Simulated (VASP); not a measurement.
# Mg (I4/mmm) in VASP: a series of runs, part 3 of 3

VASP 6.6.1.

## (6) Single point, r2SCAN

File POSCAR:

```
Mg
1.0
   -1.8111778905      1.8111778905      1.6567065887
    1.8111778905     -1.8111778905      1.6567065887
    1.8111778905      1.8111778905     -1.6567065887
Mg
1
Direct
    0.0000000000      0.0000000000      0.0000000000
```

File INCAR.step1:

```
PREC = Accurate ; ENCUT = 920
ISMEAR = 0 ; SIGMA = 0.01
LREAL = F ; LASPH = T
NELM = 120 ; NBANDS = 11
GGA = PE ; ALGO = Normal
EDIFF = 1E-5 ; LWAVE = T
LCHARG = F ; GGA_COMPAT = F
```

File INCAR.step2:

```
PREC = Accurate ; ENCUT = 920
EDIFF = 1E-6 ; ISMEAR = 0
SIGMA = 0.01 ; LREAL = F
LASPH = T ; NELM = 120
ALGO = Normal ; ISIF = 2
LWAVE = F ; LCHARG = F
METAGGA = R2SCAN ; LMIXTAU = T
NBANDS = 11 ; ISTART = 1
GGA_COMPAT = F
```

File KPOINTS:

```
regular mesh
0
Gamma
  11 11 11
```

Potentials or basis: VASP PAW PBE potentials, release 64 (Mg_sv).

Run with:

```sh
$ cat potpaw_PBE.64/Mg_sv/POTCAR > POTCAR
$ cp INCAR.step1 INCAR
$ mpirun -np 1 vasp_std > vasp.out
$ cp INCAR.step2 INCAR
$ mpirun -np 1 vasp_std > vasp.out
```

OUTCAR:

```text
PREC = Accurate
   ENCUT = 920
   EDIFF = 1E-6
   ISMEAR = 0
   LREAL = F
   LASPH = T
   NELM = 120
   ISIF = 2
   METAGGA = R2SCAN
   ISTART = 1

 ion  position               nearest neighbor table
   1  0.000  0.000  0.000-

  LATTYP: Found a body centered tetragonal cell.
 ALAT       =     3.6223557810
 C/A-ratio  =     0.9147122419

  Lattice vectors:

 A1 = (  -1.8111778905,   1.8111778905,   1.6567065887)
 A2 = (   1.8111778905,  -1.8111778905,   1.6567065887)
 A3 = (   1.8111778905,   1.8111778905,  -1.6567065887)

Analysis of symmetry for initial positions (statically):
=====================================================================
 Subroutine PRICEL returns:
 Original cell was already a primitive cell.

 Routine SETGRP: Setting up the symmetry group for a
 body centered tetragonal supercell.

 Subroutine GETGRP returns: Found 16 space group operations
 (whereof 16 operations were pure point group operations)
 out of a pool of 16 trial point group operations.

The static configuration has the point symmetry D_4h.

Analysis of symmetry for dynamics (positions and initial velocities):
=====================================================================
 Subroutine PRICEL returns:
 Original cell was already a primitive cell.

 Routine SETGRP: Setting up the symmetry group for a
 body centered tetragonal supercell.

 Subroutine GETGRP returns: Found 16 space group operations
 (whereof 16 operations were pure point group operations)
 out of a pool of 16 trial point group operations.

The dynamic configuration has the point symmetry D_4h.

 Subroutine INISYM returns: Found 16 space group operations
 (whereof 16 operations are pure point group operations),
 and found     1 'primitive' translations

----------------------------------------------------------------------------------------

                                     Primitive cell

  volume of cell :      21.7384

  direct lattice vectors                    reciprocal lattice vectors
    -1.811177890  1.811177890  1.656706589     0.000000000  0.276063441  0.301803592
     1.811177890 -1.811177890  1.656706589     0.276063441  0.000000000  0.301803592
     1.811177890  1.811177890 -1.656706589     0.276063441  0.276063441  0.000000000

  length of vectors
     3.050476590  3.050476590  3.050476590     0.409018865  0.409018865  0.390412662

  position of ions in fractional coordinates (direct lattice)
     0.000000000  0.000000000  0.000000000

  ion indices of the primitive-cell ions
   primitive index   ion index
                 1           1

----------------------------------------------------------------------------------------

 KPOINTS: regular mesh

Automatic generation of k-mesh.
 Grid dimensions read from file:
 generate k-points for:   11   11   11

 Generating k-lattice:

  Cartesian coordinates                     Fractional coordinates (reciprocal lattice)
     0.000000000  0.025096676  0.027436690     0.090909091  0.000000000  0.000000000
     0.025096676  0.000000000  0.027436690     0.000000000  0.090909091  0.000000000
     0.025096676  0.025096676  0.000000000     0.000000000  0.000000000  0.090909091

  Length of vectors
     0.037183533  0.037183533  0.035492060

  Shift w.r.t. Gamma in fractional coordinates (k-lattice)
     0.000000000  0.000000000  0.000000000

 Subroutine IBZKPT returns following result:
 ===========================================

 Found    126 irreducible k-points:

 Following reciprocal coordinates:
            Coordinates               Weight
  0.000000  0.000000  0.000000      1.000000
  0.090909 -0.000000  0.000000      8.000000
  0.181818  0.000000 -0.000000      8.000000
  0.272727  0.000000 -0.000000      8.000000
  0.363636 -0.000000  0.000000      8.000000
  0.454545  0.000000 -0.000000      8.000000
[... 16 lines left out ...]
 -0.272727  0.181818  0.000000     16.000000
 -0.181818  0.181818  0.000000      4.000000
 [... further k-points ...]
   k-points           NKPTS =    126   k-points in BZ     NKDIM =    126   number of bands    NBANDS=     11
   number of dos      NEDOS =    301   number of ions     NIONS =      1
   total plane-waves  NPLWV =  27000
   dimension x,y,z NGX =    30 NGY =   30 NGZ =   30
   dimension x,y,z NGXF=    60 NGYF=   60 NGZF=   60
   ions per type =               1
   NGX,Y,Z   is equivalent  to a cutoff of  16.35, 16.35, 16.35 a.u.
   NGXF,Y,Z  is equivalent  to a cutoff of  32.70, 32.70, 32.70 a.u.
 SYSTEM =  unknown system
   PREC   = accura    normal or accurate (medium, high low for compatibility)
   ISTART =      1    job   : 0-new  1-cont  2-samecut
   ICHARG =      0    charge: 1-file 2-atom 10-const
   ISPIN  =      1    spin polarized calculation?
   LNONCOLLINEAR =      F non collinear calculations
   LSORBIT =      F    spin-orbit coupling
   LASPH  =      T    aspherical Exc in radial PAW
   ENCUT  =  920.0 eV  67.62 Ry    8.22 a.u.   7.54  7.54  7.54*2*pi/ulx,y,z
   NELM   =    120;   NELMIN=  2; NELMDL=  0     # of ELM steps
   EDIFF  = 0.1E-05   stopping-criterion for ELM
   LREAL  =      F    real-space projection
[... 7 lines left out ...]
   TEBEG  =    0.0;   TEEND  =   0.0 temperature during run
   PSTRESS=    0.0 pullay stress
   NELECT =      10.0000    total number of electrons
   NUPDOWN=      -1.0000    fix difference up-down
   EMIN   =  10.00;   EMAX   =-10.00  energy-range for DOS
   EFERMI =   0.00;   METHOD = LEGACY
   ISMEAR =     0;   SIGMA  =   0.01  broadening in eV -4-tet -1-fermi 0-gaus
   EFERMI_NEDOS =   21; number of points for ismear=-14 and -15
   IALGO  =     38    algorithm
   IMIX   =      4    mixing-type and parameters
     AMIX     =   0.40;   BMIX     =  1.00
     AMIX_MAG =   1.60;   BMIX_MAG =  1.00
  volume/ion in A,a.u.               =      21.74       146.70
  Fermi-wavevector in a.u.,A,eV,Ry     =   1.263763  2.388165 21.729815  1.597096
  Thomas-Fermi vector in A             =   2.397103
   LORBIT       =      0    0 simple, 1 ext, 2 COOP (PROOUT), +10 PAW based schemes
   METAGGA = R2SCAN    functional components
   LHFCALC =     F    Hartree Fock is set to
   AEXX    =    0.0000 exact exchange contribution
   IVDW    =     0    specifies the selected vdW correction
   LEPSILON=     F    determine dielectric tensor
   LRPA    =     F    only Hartree local field effects (RPA)
 non-spin polarized calculation
 Gauss-broadening in eV      SIGMA  =   0.01
  energy-cutoff  :      920.00
  volume of cell :       21.74
 maximum number of plane-waves:      1392
 NGX is ok and might be reduce to    30
   NGX = 15   NGY = 15   NGZ = 15

 number of electron      10.0000000 magnetization

 Free energy of the ion-electron system (eV)
  ---------------------------------------------------
  ext. energy  EPLUGINS =         0.00000000
  ---------------------------------------------------
  free energy    TOTEN  =        -4.14327065 eV

  energy without entropy =       -4.14324011  energy(sigma->0) =       -4.14325538

 E-fermi :   2.7807     XC(G=0):  -9.5973

 val. band max:        2.7629322972   @ k =  -0.1818  -0.4545   0.0909
 cond. band min:       2.7852318186   @ k =   0.3636   0.3636   0.0000
 fundamental gap:      0.0222995215
 Fermi energy:         2.7807233359

 k-point     1 :       0.0000    0.0000    0.0000
  band No.  band energies     occupation
      1     -76.2622      2.00000
      2     -41.3502      2.00000
      3     -41.3502      2.00000
      4     -41.3391      2.00000
      5      -4.9193      2.00000
      6      15.7530      0.00000
      7      17.8099      0.00000
      8      17.8099      0.00000
      9      18.1307      0.00000
     10      18.7376      0.00000
     11      18.7376      0.00000

 k-point     2 :       0.0909   -0.0000    0.0000
  band No.  band energies     occupation
      1     -76.2618      2.00000
      2     -41.3520      2.00000
      3     -41.3514      2.00000
      4     -41.3408      2.00000
      5      -4.6968      2.00000
      6      14.9411      0.00000
      7      15.4457      0.00000
      8      16.7414      0.00000
      9      16.9329      0.00000
     10      18.9267      0.00000
     11      19.7947      0.00000
[... 295 lines left out ...]
 k-point    24 :      -0.1818    0.1818    0.0000
  band No.  band energies     occupation
      1     -76.2610      2.00000
      2     -41.3628      2.00000
      3     -41.3497      2.00000
      4     -41.3428      2.00000
      5      -4.1112      2.00000
      6      10.4861      0.00000
      7      15.6476      0.00000
      8      16.2159      0.00000
      9      17.1106      0.00000
     10      17.5340      0.00000
     11      19.3436      0.00000

 [... further k-points ...]

------------------------ aborting loop because EDIFF is reached ----------------------------------------

  FORCE on cell =-STRESS in cart. coord.  units (eV):
  Direction    XX          YY          ZZ          XY          YZ          ZX
  --------------------------------------------------------------------------------------
  -------------------------------------------------------------------------------------
  Total        0.1274843      0.1274843      0.4692635      0.0000000      0.0000000      0.0000000
  in kB        9.3959224      9.3959224     34.5859378      0.0000000      0.0000000      0.0000000
  external PRESSURE =      17.7925942 kB  Pullay stress =       0.0000000 kB

 VOLUME and BASIS-vectors are now :
 -----------------------------------------------------------------------------
  energy-cutoff  :      920.00
  volume of cell :       21.74
      direct lattice vectors                 reciprocal lattice vectors
    -1.811177890  1.811177890  1.656706589     0.000000000  0.276063441  0.301803592
     1.811177890 -1.811177890  1.656706589     0.276063441  0.000000000  0.301803592
     1.811177890  1.811177890 -1.656706589     0.276063441  0.276063441  0.000000000

 POSITION                                       TOTAL-FORCE (eV/Angst)
 -----------------------------------------------------------------------------------
      0.00000      0.00000      0.00000         0.000000      0.000000      0.000000
 -----------------------------------------------------------------------------------
    total drift:                               -0.000000     -0.000000      0.000000

  FREE ENERGIE OF THE ION-ELECTRON SYSTEM (eV)
  ---------------------------------------------------
  free  energy   TOTEN  =        -4.1432706463 eV

  energy  without entropy=       -4.1432401106  energy(sigma->0) =       -4.14325538
```

OUTCAR.step1:

```text
PREC = Accurate
   ENCUT = 920
   ISMEAR = 0
   LREAL = F
   LASPH = T
[... 553 lines left out ...]

 POSITION                                       TOTAL-FORCE (eV/Angst)
 -----------------------------------------------------------------------------------
      0.00000      0.00000      0.00000         0.000000      0.000000      0.000000
 -----------------------------------------------------------------------------------
    total drift:                               -0.000000     -0.000000      0.000000

  FREE ENERGIE OF THE ION-ELECTRON SYSTEM (eV)
  ---------------------------------------------------
  free  energy   TOTEN  =        -1.4773910987 eV

  energy  without entropy=       -1.4773640871  energy(sigma->0) =       -1.47737759
```

OSZICAR.step1:

```text
N       E                     dE             d eps       ncg     rms          rms(c)
DAV:   1     0.829699736688E+02    0.82970E+02   -0.88907E+03  2772   0.148E+03
DAV:   2     0.707573720391E+00   -0.82262E+02   -0.81640E+02  3003   0.326E+02
DAV:   3    -0.145819266860E+01   -0.21658E+01   -0.21525E+01  3833   0.517E+01
DAV:   4    -0.149486290562E+01   -0.36670E-01   -0.36654E-01  3177   0.611E+00
DAV:   5    -0.149555102368E+01   -0.68812E-03   -0.68809E-03  3383   0.708E-01    0.268E+00
DAV:   6    -0.148585924204E+01    0.96918E-02   -0.35411E-03  4061   0.945E-01    0.154E+00
DAV:   7    -0.147752754803E+01    0.83317E-02   -0.66542E-03  4169   0.124E+00    0.873E-02
DAV:   8    -0.147739108009E+01    0.13647E-03   -0.21987E-04  4137   0.220E-01    0.173E-02
DAV:   9    -0.147739109872E+01   -0.18632E-07   -0.44261E-06  2175   0.269E-02
   1 F= -.14773911E+01 E0= -.14773776E+01  d E =-.270116E-04
```

Run time: 3.5 min. Hardware: 1 thread of Intel Xeon Platinum 8175M at 2.50GHz (Skylake/Cascade Lake), shared host; peak memory 0.2 GiB.

Results:

```yaml
Free_energy: -4.1433 eV
Pressure: 1.8 GPa
Band_gap_on_the_k_mesh: zero (bands 5 and 6 overlap by 4.45 eV)
```

Caveat: the PAW data sets were made with another functional, which shifts forces and pressure a little.

## (7) Summary

| level | potentials or basis | cell | cutoff (eV) | smearing | gap on the mesh (eV) | pressure (GPa) |
| --- | --- | --- | --- | --- | --- | --- |
| LDA | VASP PAW LDA potentials, release 64 (Mg_sv) | a = 3.050 Å, angles 107.2, 107.2, 114.2°, 1 atom | 840 | fermi-dirac 0.05 eV | none | -0.8 |
| LDA | VASP PAW LDA potentials, release 64 (Mg_sv) | a = 3.029 Å, angles 107.2, 107.2, 114.2°, 1 atom | 840 | fermi-dirac 0.05 eV | none | 0.1 |
| r2SCAN | VASP PAW PBE potentials, release 64 (Mg_sv) | a = 3.072 Å, angles 107.2, 107.2, 114.2°, 1 atom | 920 | gaussian 0.01 eV | none | 0.9 |
| r2SCAN | VASP PAW PBE potentials, release 64 (Mg_sv) | a = 3.029 Å, angles 107.2, 107.2, 114.2°, 1 atom | 920 | gaussian 0.01 eV | none | 2.7 |
| r2SCAN | VASP PAW PBE potentials, release 64 (Mg_sv) | a = 3.050 Å, angles 107.2, 107.2, 114.2°, 1 atom | 920 | gaussian 0.01 eV | none | 1.8 |

Alike in all rows: task single point; no spin polarisation; k mesh 11 × 11 × 11.

Caveats: the PAW data sets were made with another functional, which shifts forces and pressure a little (at least some runs).

Absolute energies hang on the potentials; compare differences alone.

The gap in the log of VASP goes by the Fermi energy; the results here count the filled bands.